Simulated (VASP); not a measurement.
# Ni (I4/mmm) in VASP: further runs

The runs below take Ni through single point, with PBE.

Everything below comes from runs of VASP 6.6.1. Logs are shortened: lines on timing, memory, paths and dates and some standing lists are left out, and cuts for length are marked.

## 1. The cell of the first run

Symmetry: I4/mmm, No. 139, tetragonal system. Conventional cell: a = 2.376 Å, b = 2.376 Å, c = 3.876 Å, α = 90.00°, β = 90.00°, γ = 90.00°. Ni (site symmetry 4/mmm) has 12 Ni at 2.38 to 2.56 Å within 3.1 Å.

## 2. Single point, PBE, collinear spin, ferromagnetic start (stretched by +10 % along [0.0, 0.0, 1.0] at fixed volume)

Contents of INCAR:

```
  ALGO = Normal
  EDIFF = 1E-7
  ENCUT = 520
  GGA = PE
  ISIF = 2
  ISMEAR = -1
  ISPIN = 2
  LASPH = True
  LCHARG = False
  LMAXMIX = 4
  LORBIT = 11
  LREAL = False
  LWAVE = False
  MAGMOM = 1.5
  NBANDS = 15
  NELM = 150
  PREC = Accurate
  SIGMA = 0.05
```

Contents of KPOINTS:

```
k-points
0
Gamma
  15 15 15
```

Contents of POSCAR:

```
Ni
1.0
    0.0000000000      1.6799391071      1.9381285000
    1.6799391071      0.0000000000      1.9381285000
    1.6799391071      1.6799391071      0.0000000000
Ni
1
Direct
    0.0000000000      0.0000000000      0.0000000000
```

Potentials or basis: VASP PAW PBE potentials, release 64 (Ni).

Command:

```sh
cat potpaw_PBE.64/Ni/POTCAR > POTCAR
mpirun -np 1 vasp_std > vasp.out
```

OUTCAR:

```text
EDIFF = 1E-7
   ENCUT = 520
   GGA = PE
   ISIF = 2
   ISMEAR = -1
   ISPIN = 2
   LASPH = True
   LORBIT = 11
   LREAL = False
   NELM = 150
   PREC = Accurate

 ion  position               nearest neighbor table
   1  0.000  0.000  0.000-

  LATTYP: Found a body centered tetragonal cell.
 ALAT       =     2.3757926692
 C/A-ratio  =     1.6315636672

  Lattice vectors:

 A1 = (  -1.6799391071,   0.0000000000,   1.9381285000)
 A2 = (   1.6799391071,   0.0000000000,   1.9381285000)
 A3 = (   0.0000000000,   1.6799391071,  -1.9381285000)

Analysis of symmetry for initial positions (statically):
=====================================================================
 Subroutine PRICEL returns:
 Original cell was already a primitive cell.

 Routine SETGRP: Setting up the symmetry group for a
 body centered tetragonal supercell.

 Subroutine GETGRP returns: Found 16 space group operations
 (whereof 16 operations were pure point group operations)
 out of a pool of 16 trial point group operations.

The static configuration has the point symmetry D_4h.

Analysis of symmetry for dynamics (positions and initial velocities):
=====================================================================
 Subroutine PRICEL returns:
 Original cell was already a primitive cell.

 Routine SETGRP: Setting up the symmetry group for a
 body centered tetragonal supercell.

 Subroutine GETGRP returns: Found 16 space group operations
 (whereof 16 operations were pure point group operations)
 out of a pool of 16 trial point group operations.

The dynamic configuration has the point symmetry D_4h.

Analysis of structural, dynamic, and magnetic symmetry:
=====================================================================
 Subroutine PRICEL returns:
 Original cell was already a primitive cell.

 Routine SETGRP: Setting up the symmetry group for a
 body centered tetragonal supercell.

 Subroutine GETGRP returns: Found 16 space group operations
 (whereof 16 operations were pure point group operations)
 out of a pool of 16 trial point group operations.

The overall configuration has the point symmetry D_4h.

 Subroutine INISYM returns: Found 16 space group operations
 (whereof 16 operations are pure point group operations),
 and found     1 'primitive' translations

----------------------------------------------------------------------------------------

                                     Primitive cell

  volume of cell :      10.9396

  direct lattice vectors                    reciprocal lattice vectors
     0.000000000  1.679939107  1.938128500    -0.297629835  0.297629835  0.257980830
     1.679939107  0.000000000  1.938128500     0.297629835 -0.297629835  0.257980830
     1.679939107  1.679939107  0.000000000     0.297629835  0.297629835 -0.257980830

  length of vectors
     2.564865978  2.564865978  2.375792669     0.493681220  0.493681220  0.493681220

  position of ions in fractional coordinates (direct lattice)
     0.000000000  0.000000000  0.000000000

  ion indices of the primitive-cell ions
   primitive index   ion index
                 1           1

----------------------------------------------------------------------------------------

 KPOINTS: k-points

Automatic generation of k-mesh.
 Grid dimensions read from file:
 generate k-points for:   15   15   15

 Generating k-lattice:

  Cartesian coordinates                     Fractional coordinates (reciprocal lattice)
    -0.019841989  0.019841989  0.017198722     0.066666667  0.000000000  0.000000000
     0.019841989 -0.019841989  0.017198722     0.000000000  0.066666667  0.000000000
     0.019841989  0.019841989 -0.017198722     0.000000000  0.000000000  0.066666667

  Length of vectors
     0.032912081  0.032912081  0.032912081

  Shift w.r.t. Gamma in fractional coordinates (k-lattice)
     0.000000000  0.000000000  0.000000000

 Subroutine IBZKPT returns following result:
 ===========================================

 Found    288 irreducible k-points:

 Following reciprocal coordinates:
            Coordinates               Weight
  0.000000  0.000000  0.000000      1.000000
  0.066667  0.000000  0.000000      8.000000
  0.133333  0.000000  0.000000      8.000000
  0.200000 -0.000000  0.000000      8.000000
  0.266667  0.000000  0.000000      8.000000
  0.333333 -0.000000  0.000000      8.000000
[... 16 lines left out ...]
  0.133333  0.133333  0.000000      2.000000
  0.200000  0.133333  0.000000      8.000000
 [... further k-points ...]
   k-points           NKPTS =    288   k-points in BZ     NKDIM =    288   number of bands    NBANDS=     15
   number of dos      NEDOS =    301   number of ions     NIONS =      1
   total plane-waves  NPLWV =   7200
   dimension x,y,z NGX =    20 NGY =   20 NGZ =   18
   dimension x,y,z NGXF=    40 NGYF=   40 NGZF=   36
   ions per type =               1
   NGX,Y,Z   is equivalent  to a cutoff of  12.96, 12.96, 12.60 a.u.
   NGXF,Y,Z  is equivalent  to a cutoff of  25.93, 25.93, 25.19 a.u.
 SYSTEM =  unknown system
   PREC   = accura    normal or accurate (medium, high low for compatibility)
   ISTART =      0    job   : 0-new  1-cont  2-samecut
   ICHARG =      2    charge: 1-file 2-atom 10-const
   ISPIN  =      2    spin polarized calculation?
   LNONCOLLINEAR =      F non collinear calculations
   LSORBIT =      F    spin-orbit coupling
   LASPH  =      T    aspherical Exc in radial PAW
   ENCUT  =  520.0 eV  38.22 Ry    6.18 a.u.   4.77  4.77  4.42*2*pi/ulx,y,z
   NELM   =    150;   NELMIN=  2; NELMDL= -5     # of ELM steps
   EDIFF  = 0.1E-06   stopping-criterion for ELM
   LREAL  =      F    real-space projection
   EDIFFG = 0.1E-05   stopping-criterion for IOM
   NSW    =      0    number of steps for IOM
   IBRION =     -1    ionic relax: 0-MD 1-quasi-New 2-CG
   NFREE  =      0    steps in history (QN), initial steepest desc. (CG)
   ISIF   =      2    stress and relaxation
   ISYM   =      2    0-nonsym 1-usesym 2-fastsym
   POTIM  = 0.5000    time-step for ionic-motion
   TEBEG  =    0.0;   TEEND  =   0.0 temperature during run
   PSTRESS=    0.0 pullay stress
   NELECT =      10.0000    total number of electrons
   NUPDOWN=      -1.0000    fix difference up-down
   EMIN   =  10.00;   EMAX   =-10.00  energy-range for DOS
   EFERMI =   0.00;   METHOD = LEGACY
   ISMEAR =    -1;   SIGMA  =   0.05  broadening in eV -4-tet -1-fermi 0-gaus
   EFERMI_NEDOS =   21; number of points for ismear=-14 and -15
   IALGO  =     38    algorithm
   IMIX   =      4    mixing-type and parameters
     AMIX     =   0.40;   BMIX     =  1.00
     AMIX_MAG =   1.60;   BMIX_MAG =  1.00
  volume/ion in A,a.u.               =      10.94        73.82
  Fermi-wavevector in a.u.,A,eV,Ry     =   1.588821  3.002436 34.345893  2.524352
  Thomas-Fermi vector in A             =   2.687765
   LORBIT       =     11    0 simple, 1 ext, 2 COOP (PROOUT), +10 PAW based schemes
   GGA     = PE    functional components
   LHFCALC =     F    Hartree Fock is set to
   AEXX    =    0.0000 exact exchange contribution
   IVDW    =     0    specifies the selected vdW correction
   LEPSILON=     F    determine dielectric tensor
   LRPA    =     F    only Hartree local field effects (RPA)
 spin polarized calculation
  energy-cutoff  :      520.00
  volume of cell :       10.94
 maximum number of plane-waves:       310
   NGX =  9   NGY =  9   NGZ =  9

 number of electron      10.0000007 magnetization       0.6134764

 Free energy of the ion-electron system (eV)
  ---------------------------------------------------
  ext. energy  EPLUGINS =         0.00000000
  ---------------------------------------------------
  free energy    TOTEN  =        -5.41247136 eV

  energy without entropy =       -5.39704925  energy(sigma->0) =       -5.40476031

 E-fermi :   9.2753     XC(G=0): -13.2187

 val. band max:        9.2737946642   @ k =  -0.2000   0.0000   0.1333
 cond. band min:       9.2846981233   @ k =  -0.3333   0.0667   0.2000
 fundamental gap:      0.0109034591
 Fermi energy:         9.2753042425

 spin component 1

 k-point     1 :       0.0000    0.0000    0.0000
  band No.  band energies     occupation
      1       0.3328      1.00000
      2       6.3254      1.00000
      3       7.2654      1.00000
      4       7.2654      1.00000
      5       7.5101      1.00000
      6       8.4872      1.00000
      7      33.3769      0.00000
      8      35.7320      0.00000
      9      37.4141      0.00000
     10      37.4141      0.00000
     11      39.7543      0.00000
     12      39.7543      0.00000
     13      40.5621      0.00000
     14      41.1642      0.00000
     15      41.8896      0.00000
[... 397 lines left out ...]
 k-point    24 :       0.2000    0.1333    0.0000
  band No.  band energies     occupation
      1       1.6033      1.00000
      2       6.0581      1.00000
      3       7.1031      1.00000
      4       7.6045      1.00000
      5       7.6493      1.00000
      6       8.5515      1.00000
      7      29.5701      0.00000
      8      30.5813      0.00000
      9      32.7036      0.00000
     10      33.9114      0.00000
     11      37.7962      0.00000
     12      42.5666      0.00000
     13      45.2985      0.00000
     14      45.4931      0.00000
     15      49.6788      0.00000

 [... further k-points ...]

 spin component 2

 k-point     1 :       0.0000    0.0000    0.0000
  band No.  band energies     occupation
      1       0.3015      1.00000
      2       7.0446      1.00000
      3       7.9991      1.00000
      4       7.9991      1.00000
      5       8.0800      1.00000
      6       9.0829      0.97912
      7      33.2242      0.00000
      8      35.6097      0.00000
      9      37.4418      0.00000
     10      37.4418      0.00000
     11      39.8172      0.00000
     12      39.8172      0.00000
     13      40.7234      0.00000
     14      41.0828      0.00000
     15      42.1419      0.00000
[... 397 lines left out ...]
 k-point    24 :       0.2000    0.1333    0.0000
  band No.  band energies     occupation
      1       1.5761      1.00000
      2       6.7513      1.00000
      3       7.6577      1.00000
      4       8.3507      1.00000
      5       8.3781      1.00000
      6       9.1527      0.92064
      7      29.5824      0.00000
      8      30.6319      0.00000
      9      32.7683      0.00000
     10      33.9224      0.00000
     11      37.9007      0.00000
     12      42.6164      0.00000
     13      45.2702      0.00000
     14      45.4605      0.00000
     15      49.6151      0.00000

 [... further k-points ...]
[... 5 lines left out ...]
  --------------------------------------------------------------------------------------
  -------------------------------------------------------------------------------------
  Total        0.5604948      0.5604948     -0.9387969      0.0000000      0.0000000      0.0000000
  in kB       82.0885448     82.0885448   -137.4936282      0.0000000      0.0000000      0.0000000
  external PRESSURE =       8.8944871 kB  Pullay stress =       0.0000000 kB

 VOLUME and BASIS-vectors are now :
 -----------------------------------------------------------------------------
  energy-cutoff  :      520.00
  volume of cell :       10.94
      direct lattice vectors                 reciprocal lattice vectors
     0.000000000  1.679939107  1.938128500    -0.297629835  0.297629835  0.257980830
     1.679939107  0.000000000  1.938128500     0.297629835 -0.297629835  0.257980830
     1.679939107  1.679939107  0.000000000     0.297629835  0.297629835 -0.257980830

 POSITION                                       TOTAL-FORCE (eV/Angst)
 -----------------------------------------------------------------------------------
      0.00000      0.00000      0.00000        -0.000000      0.000000      0.000000
 -----------------------------------------------------------------------------------
    total drift:                                0.000000     -0.000000      0.000000

  FREE ENERGIE OF THE ION-ELECTRON SYSTEM (eV)
  ---------------------------------------------------
  free  energy   TOTEN  =        -5.4124713555 eV

  energy  without entropy=       -5.3970492546  energy(sigma->0) =       -5.40476031

 total charge

# of ion       s       p       d       tot
------------------------------------------
    1        0.496   0.491   8.321   9.308

 magnetization (x)

# of ion       s       p       d       tot
------------------------------------------
    1       -0.006  -0.023   0.654   0.625
```

Wall time 45 s (1 thread of Intel Xeon 6975P-C (Granite Rapids), shared host); peak memory 0.18 GiB.

Results:

```yaml
Free_energy: -5.4125 eV
Pressure: 0.9 GPa
Net_moment: 0.61 μB per cell
Site_moments: Ni +0.62 μB
Valence_electrons_inside_the_program's_atomic_spheres: Ni 9.31
```

Stress tensor (GPa, compression positive):
```
  8.21   0.00   0.00
  0.00   8.21   0.00
  0.00   0.00 -13.75
```

[end of part 1 of 3]
